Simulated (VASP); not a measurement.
# Mg26ScO27 (a cell with a defect) (Periclase) in VASP: single point with PBE

Aim: the single point of Mg26ScO27 (a cell with a defect) (Periclase) with PBE.

Everything below comes from runs of VASP 6.6.1. Logs are shortened: lines on timing, memory, paths and dates and some standing lists are left out, and cuts for length are marked.

## 1. The cell of the first run

The cell holds a defect, 54 atoms: a = 8.946 Å, b = 8.946 Å, c = 8.946 Å, α = 60.00°, β = 60.00°, γ = 60.00°.

## 2. Single point, PBE

INCAR

```
SYSTEM = Mg26ScO27
PREC = Accurate
ENCUT = 520
EDIFF = 1E-6
ISMEAR = -1
SIGMA = 0.01
LREAL = Auto
LASPH = .True.
NELM = 80
ALGO = Normal
ISIF = 2
LWAVE = .False.
LCHARG = .False.
GGA = PE
NBANDS = 146
NELECT = 224.0
```

KPOINTS

```
Automatic mesh
0
Gamma
  3 3 3
  0 0 0
```

POSCAR

```
Mg26ScO27
1.0
    0.0000000000      6.3255000000      6.3255000000
    6.3255000000      0.0000000000      6.3255000000
    6.3255000000      6.3255000000      0.0000000000
Sc Mg O
1 26 27
Direct
    0.0000000000      0.0000000000      0.0000000000
    0.0000000000      0.0000000000      0.3374563612
    0.0000000000      0.0000000000      0.6625436388
    0.0000000000      0.3374563612      0.0000000000
    0.0000007898      0.3333330701      0.3333330701
    0.0000000000      0.3374563612      0.6625436388
    0.0000000000      0.6625436388      0.0000000000
    0.0000000000      0.6625436388      0.3374563612
   -0.0000007898      0.6666669299      0.6666669299
    0.3374563612      0.0000000000      0.0000000000
    0.3333330701      0.0000007898      0.3333330701
    0.3374563612      0.0000000000      0.6625436388
    0.3333330701      0.3333330701      0.0000007898
    0.3333330701      0.3333330701      0.3333330701
    0.3346416604      0.3346416604      0.6653583396
    0.3374563612      0.6625436388      0.0000000000
    0.3346416604      0.6653583396      0.3346416604
    0.3346416604      0.6653583396      0.6653583396
    0.6625436388      0.0000000000      0.0000000000
    0.6625436388      0.0000000000      0.3374563612
    0.6666669299     -0.0000007898      0.6666669299
    0.6625436388      0.3374563612      0.0000000000
    0.6653583396      0.3346416604      0.3346416604
    0.6653583396      0.3346416604      0.6653583396
    0.6666669299      0.6666669299     -0.0000007898
    0.6653583396      0.6653583396      0.3346416604
    0.6666669299      0.6666669299      0.6666669299
    0.1662637704      0.1662637704      0.1662637704
    0.1662637704      0.1662637704      0.5012086887
    0.1660287881      0.1660287881      0.8339712119
    0.1662637704      0.5012086887      0.1662637704
    0.1672979263      0.5000000000      0.5000000000
    0.1672979263      0.5000000000      0.8327020737
    0.1660287881      0.8339712119      0.1660287881
    0.1672979263      0.8327020737      0.5000000000
    0.1660287881      0.8339712119      0.8339712119
    0.5012086887      0.1662637704      0.1662637704
    0.5000000000      0.1672979263      0.5000000000
    0.5000000000      0.1672979263      0.8327020737
    0.5000000000      0.5000000000      0.1672979263
    0.5000000000      0.5000000000      0.5000000000
    0.5000000000      0.5000000000      0.8327020737
    0.5000000000      0.8327020737      0.1672979263
    0.5000000000      0.8327020737      0.5000000000
    0.4987913113      0.8337362296      0.8337362296
    0.8339712119      0.1660287881      0.1660287881
    0.8327020737      0.1672979263      0.5000000000
    0.8339712119      0.1660287881      0.8339712119
    0.8327020737      0.5000000000      0.1672979263
    0.8327020737      0.5000000000      0.5000000000
    0.8337362296      0.4987913113      0.8337362296
    0.8339712119      0.8339712119      0.1660287881
    0.8337362296      0.8337362296      0.4987913113
    0.8337362296      0.8337362296      0.8337362296
```

Potentials or basis: VASP PAW PBE potentials, release 64 (Sc_sv, Mg, O).

Command:

```sh
> cat potpaw_PBE.64/Sc_sv/POTCAR potpaw_PBE.64/Mg/POTCAR potpaw_PBE.64/O/POTCAR > POTCAR
> mpirun -np 1 vasp_std > vasp.out
```

OUTCAR:

```text
SYSTEM = Mg26ScO27
   PREC = Accurate
   ENCUT = 520
   EDIFF = 1E-6
   ISMEAR = -1
   LREAL = Auto
   LASPH = .True.
   NELM = 80
   ISIF = 2
   GGA = PE
   NELECT = 224.0

 ion  position               nearest neighbor table
   1  0.000  0.000  0.000-  30 2.10  34 2.10  36 2.10  46 2.10  48 2.10  52 2.10  10 3.02  12 3.02
                            16 3.02  19 3.02  20 3.02  22 3.02   2 3.02   3 3.02   4 3.02   6 3.02
   2  0.000  0.000  0.337-  35 2.09  47 2.09  53 2.10  28 2.10  34 2.13  46 2.13   3 2.91   9 2.96
                            21 2.96  11 2.96   5 2.96  17 2.99  23 2.99   8 3.02  20 3.02   4 3.02
   3  0.000  0.000  0.663-  35 2.09  47 2.09  29 2.10  54 2.10  48 2.13  36 2.13   2 2.91   5 2.96
                            11 2.96   9 2.96  21 2.96  18 2.99  24 2.99   7 3.02  19 3.02   1 3.02
   4  0.000  0.337  0.000-  33 2.09  49 2.09  51 2.10  28 2.10  30 2.13  46 2.13   7 2.91   9 2.96
                            25 2.96  13 2.96   5 2.96  23 2.99  15 2.99   2 3.02  22 3.02   1 3.02
   5  0.000  0.333  0.333-  50 2.11  49 2.11  47 2.11  31 2.11  29 2.11  28 2.11   6 2.96   8 2.96
                             7 2.96   3 2.96   4 2.96   2 2.96  11 2.98  13 2.98  14 2.98  24 2.98
   6  0.000  0.337  0.663-  32 2.09  50 2.09  29 2.10  51 2.10  30 2.13  48 2.13   8 2.91   5 2.96
                             9 2.96  14 2.96  27 2.96  24 2.99  15 2.99   3 3.02  22 3.02   4 3.02
   7  0.000  0.663  0.000-  33 2.09  49 2.09  31 2.10  54 2.10  52 2.13  36 2.13   4 2.91   5 2.96
                            13 2.96   9 2.96  25 2.96  18 2.99  26 2.99   8 3.02  19 3.02   1 3.02
   8  0.000  0.663  0.337-  32 2.09  50 2.09  31 2.10  53 2.10  52 2.13  34 2.13   6 2.91   5 2.96
                             9 2.96  14 2.96  27 2.96  26 2.99  17 2.99   7 3.02  20 3.02   1 3.02
   9  1.000  0.667  0.667-  32 2.11  33 2.11  35 2.11  51 2.11  53 2.11  54 2.11   6 2.96   8 2.96
[... 62 lines left out ...]
  53  0.834  0.834  0.499-   2 2.10   8 2.10  20 2.10   9 2.11  21 2.11  27 2.11
  54  0.834  0.834  0.834-   3 2.10   7 2.10  19 2.10   9 2.11  21 2.11  25 2.11

  LATTYP: Found a face centered cubic cell.
 ALAT       =    12.6510000000

  Lattice vectors:

 A1 = (   0.0000000000,   6.3255000000,   6.3255000000)
 A2 = (   6.3255000000,   0.0000000000,   6.3255000000)
 A3 = (   6.3255000000,   6.3255000000,   0.0000000000)

Analysis of symmetry for initial positions (statically):
=====================================================================
 Subroutine PRICEL returns:
 Original cell was already a primitive cell.

 Routine SETGRP: Setting up the symmetry group for a
 face centered cubic supercell.

 Subroutine GETGRP returns: Found 48 space group operations
 (whereof 48 operations were pure point group operations)
 out of a pool of 48 trial point group operations.

The static configuration has the point symmetry O_h .

Analysis of symmetry for dynamics (positions and initial velocities):
=====================================================================
 Subroutine PRICEL returns:
 Original cell was already a primitive cell.

 Routine SETGRP: Setting up the symmetry group for a
 face centered cubic supercell.

 Subroutine GETGRP returns: Found 48 space group operations
 (whereof 48 operations were pure point group operations)
 out of a pool of 48 trial point group operations.

The dynamic configuration has the point symmetry O_h .

 Subroutine INISYM returns: Found 48 space group operations
 (whereof 48 operations are pure point group operations),
 and found     1 'primitive' translations

----------------------------------------------------------------------------------------

                                     Primitive cell

  volume of cell :     506.1912

  direct lattice vectors                    reciprocal lattice vectors
     0.000000000  6.325500000  6.325500000    -0.079045135  0.079045135  0.079045135
     6.325500000  0.000000000  6.325500000     0.079045135 -0.079045135  0.079045135
     6.325500000  6.325500000  0.000000000     0.079045135  0.079045135 -0.079045135

  length of vectors
     8.945607889  8.945607889  8.945607889     0.136910190  0.136910190  0.136910190

  position of ions in fractional coordinates (direct lattice)
     0.000000000  0.000000000  0.000000000
     0.000000000  0.000000000  0.337456361
     0.000000000  0.000000000  0.662543639
     0.000000000  0.337456361  0.000000000
     0.000000790  0.333333070  0.333333070
     0.000000000  0.337456361  0.662543639
[... 46 lines left out ...]
     0.833736230  0.833736230  0.498791311
     0.833736230  0.833736230  0.833736230

  ion indices of the primitive-cell ions
   primitive index   ion index
                 1           1
                 2           2
                 3           3
                 4           4
                 5           5
                 6           6
[... 46 lines left out ...]
                53          53
                54          54

----------------------------------------------------------------------------------------

 KPOINTS: Automatic mesh

Automatic generation of k-mesh.
 Grid dimensions read from file:
 generate k-points for:    3    3    3

 Generating k-lattice:

  Cartesian coordinates                     Fractional coordinates (reciprocal lattice)
    -0.026348378  0.026348378  0.026348378     0.333333333  0.000000000  0.000000000
     0.026348378 -0.026348378  0.026348378     0.000000000  0.333333333  0.000000000
     0.026348378  0.026348378 -0.026348378     0.000000000  0.000000000  0.333333333

  Length of vectors
     0.045636730  0.045636730  0.045636730

  Shift w.r.t. Gamma in fractional coordinates (k-lattice)
     0.000000000  0.000000000  0.000000000

 Subroutine IBZKPT returns following result:
 ===========================================

 Found      4 irreducible k-points:

 Following reciprocal coordinates:
            Coordinates               Weight
  0.000000  0.000000  0.000000      1.000000
  0.333333  0.000000  0.000000      8.000000
  0.333333  0.333333  0.000000      6.000000
 -0.333333  0.333333  0.000000     12.000000
   k-points           NKPTS =      4   k-points in BZ     NKDIM =      4   number of bands    NBANDS=    146
   number of dos      NEDOS =    301   number of ions     NIONS =     54
   total plane-waves  NPLWV = 343000
   dimension x,y,z NGX =    70 NGY =   70 NGZ =   70
   dimension x,y,z NGXF=   140 NGYF=  140 NGZF=  140
   ions per type =               1  26  27
   NGX,Y,Z   is equivalent  to a cutoff of  13.01, 13.01, 13.01 a.u.
   NGXF,Y,Z  is equivalent  to a cutoff of  26.02, 26.02, 26.02 a.u.
 SYSTEM =  Mg26ScO27
   PREC   = accura    normal or accurate (medium, high low for compatibility)
   ISTART =      0    job   : 0-new  1-cont  2-samecut
   ICHARG =      2    charge: 1-file 2-atom 10-const
   ISPIN  =      1    spin polarized calculation?
   LNONCOLLINEAR =      F non collinear calculations
   LSORBIT =      F    spin-orbit coupling
   LASPH  =      T    aspherical Exc in radial PAW
   ENCUT  =  520.0 eV  38.22 Ry    6.18 a.u.  16.63 16.63 16.63*2*pi/ulx,y,z
   NELM   =     80;   NELMIN=  2; NELMDL= -5     # of ELM steps
   EDIFF  = 0.1E-05   stopping-criterion for ELM
   LREAL  =      T    real-space projection
   EDIFFG = 0.1E-04   stopping-criterion for IOM
   NSW    =      0    number of steps for IOM
   IBRION =     -1    ionic relax: 0-MD 1-quasi-New 2-CG
   NFREE  =      0    steps in history (QN), initial steepest desc. (CG)
   ISIF   =      2    stress and relaxation
   ISYM   =      2    0-nonsym 1-usesym 2-fastsym
   POTIM  = 0.5000    time-step for ionic-motion
   TEBEG  =    0.0;   TEEND  =   0.0 temperature during run
   PSTRESS=    0.0 pullay stress
   NELECT =     224.0000    total number of electrons
   NUPDOWN=      -1.0000    fix difference up-down
   EMIN   =  10.00;   EMAX   =-10.00  energy-range for DOS
   EFERMI =   0.00;   METHOD = LEGACY
   ISMEAR =    -1;   SIGMA  =   0.01  broadening in eV -4-tet -1-fermi 0-gaus
   EFERMI_NEDOS =   21; number of points for ismear=-14 and -15
   IALGO  =     38    algorithm
   IMIX   =      4    mixing-type and parameters
     AMIX     =   0.40;   BMIX     =  1.00
     AMIX_MAG =   1.60;   BMIX_MAG =  1.00
  volume/ion in A,a.u.               =       9.37        63.26
  Fermi-wavevector in a.u.,A,eV,Ry     =   1.247535  2.357499 21.175331  1.556343
  Thomas-Fermi vector in A             =   2.381662
   LORBIT       =      0    0 simple, 1 ext, 2 COOP (PROOUT), +10 PAW based schemes
   GGA     = PE    functional components
   LHFCALC =     F    Hartree Fock is set to
   AEXX    =    0.0000 exact exchange contribution
   IVDW    =     0    specifies the selected vdW correction
   LEPSILON=     F    determine dielectric tensor
   LRPA    =     F    only Hartree local field effects (RPA)
 non-spin polarized calculation
  energy-cutoff  :      520.00
  volume of cell :      506.19
 maximum number of plane-waves:     13666
 NGX is ok and might be reduce to    70
   NGX = 33   NGY = 33   NGZ = 33

 number of electron     223.9999995 magnetization

 Free energy of the ion-electron system (eV)
  ---------------------------------------------------
  ext. energy  EPLUGINS =         0.00000000
  ---------------------------------------------------
  free energy    TOTEN  =      -333.24977279 eV

  energy without entropy =     -333.24977279  energy(sigma->0) =     -333.24977279

 E-fermi :   3.6095     XC(G=0): -11.1021

 val. band max:        3.2264363909   @ k =   0.0000   0.0000   0.0000
 cond. band min:       8.0098916770   @ k =   0.0000   0.0000   0.0000
 fundamental gap:      4.7834552861
 Fermi energy:         3.6095077445

 k-point     1 :       0.0000    0.0000    0.0000
  band No.  band energies     occupation
      1     -43.8387      2.00000
      2     -22.6494      2.00000
      3     -22.6494      2.00000
      4     -22.6494      2.00000
      5     -14.0270      2.00000
      6     -13.2139      2.00000
[... 497 lines left out ...]
    123      11.7445      0.00000
    124      11.8574      0.00000
 [bands above 124 left out]

------------------------ aborting loop because EDIFF is reached ----------------------------------------

  FORCE on cell =-STRESS in cart. coord.  units (eV):
  Direction    XX          YY          ZZ          XY          YZ          ZX
  --------------------------------------------------------------------------------------
  -------------------------------------------------------------------------------------
  Total        7.1342780      7.1342780      7.1342780     -0.0000000     -0.0000000      0.0000000
  in kB       22.5811490     22.5811490     22.5811490     -0.0000000     -0.0000000      0.0000000
  external PRESSURE =      22.5811490 kB  Pullay stress =       0.0000000 kB

 VOLUME and BASIS-vectors are now :
 -----------------------------------------------------------------------------
  energy-cutoff  :      520.00
  volume of cell :      506.19
      direct lattice vectors                 reciprocal lattice vectors
     0.000000000  6.325500000  6.325500000    -0.079045135  0.079045135  0.079045135
     6.325500000  0.000000000  6.325500000     0.079045135 -0.079045135  0.079045135
     6.325500000  6.325500000  0.000000000     0.079045135  0.079045135 -0.079045135

 POSITION                                       TOTAL-FORCE (eV/Angst)
 -----------------------------------------------------------------------------------
      0.00000      0.00000      0.00000        -0.000000      0.000000     -0.000000
      2.13458      2.13458      0.00000         0.019515      0.019515     -0.000000
      4.19092      4.19092      0.00000        -0.019515     -0.019515     -0.000000
      2.13458      0.00000      2.13458         0.019515      0.000000      0.019515
      4.21700      2.10850      2.10850        -0.008304      0.008304      0.008304
      6.32550      4.19092      2.13458        -0.000000     -0.019515      0.019515
[... 46 lines left out ...]
      8.42890      8.42890     10.54760         0.008375      0.008375     -0.008375
     10.54760     10.54760     10.54760        -0.008375     -0.008375     -0.008375
 -----------------------------------------------------------------------------------
    total drift:                               -0.000000     -0.000000     -0.000000

  FREE ENERGIE OF THE ION-ELECTRON SYSTEM (eV)
  ---------------------------------------------------
  free  energy   TOTEN  =      -333.2497727859 eV

  energy  without entropy=     -333.2497727859  energy(sigma->0) =     -333.24977279
```

It took 11 min on 1 thread of Intel Xeon Platinum 8488C (Sapphire Rapids), shared host; peak memory 0.79 GiB.

What came out:

- Free energy: -333.2498 eV
- Largest force: 0.097 eV/Å

Forces in eV/Å, atoms in the order of the input:
```
Sc   0.000  0.000  0.000
Mg   0.020  0.020  0.000
Mg  -0.020 -0.020  0.000
Mg   0.020  0.000  0.020
Mg  -0.008  0.008  0.008
Mg   0.000 -0.020  0.020
Mg  -0.020  0.000 -0.020
Mg   0.000  0.020 -0.020
Mg   0.008 -0.008 -0.008
Mg   0.000  0.020  0.020
Mg   0.008 -0.008  0.008
Mg  -0.020  0.000  0.020
Mg   0.008  0.008 -0.008
Mg  -0.008 -0.008 -0.008
Mg   0.000  0.000 -0.022
Mg  -0.020  0.020  0.000
Mg   0.000 -0.022  0.000
Mg   0.022  0.000  0.000
Mg   0.000 -0.020 -0.020
Mg   0.020  0.000 -0.020
Mg  -0.008  0.008 -0.008
Mg   0.020 -0.020  0.000
Mg  -0.022  0.000  0.000
Mg   0.000  0.022  0.000
Mg  -0.008 -0.008  0.008
Mg   0.000  0.000  0.022
Mg   0.008  0.008  0.008
O    0.008  0.008  0.008
O   -0.008 -0.008  0.008
O    0.000  0.000  0.097
O   -0.008  0.008 -0.008
O    0.000 -0.022 -0.022
O    0.022  0.000 -0.022
O    0.000  0.097  0.000
O    0.022 -0.022  0.000
O   -0.097  0.000  0.000
O    0.008 -0.008 -0.008
O   -0.022  0.000 -0.022
O    0.000  0.022 -0.022
O   -0.022 -0.022  0.000
O    0.000  0.000  0.000
O    0.022  0.022  0.000
O    0.000 -0.022  0.022
O    0.022  0.000  0.022
O   -0.008  0.008  0.008
O    0.097  0.000  0.000
O   -0.022  0.022  0.000
O    0.000 -0.097  0.000
O   -0.022  0.000  0.022
O    0.000  0.022  0.022
O    0.008 -0.008  0.008
O    0.000  0.000 -0.097
O    0.008  0.008 -0.008
O   -0.008 -0.008 -0.008
```

Caveat: the cell carries a net charge on a neutralising background, which shifts energy and pressure; the cell is charged against a uniform background, so pressure and absolute levels hang on convention.
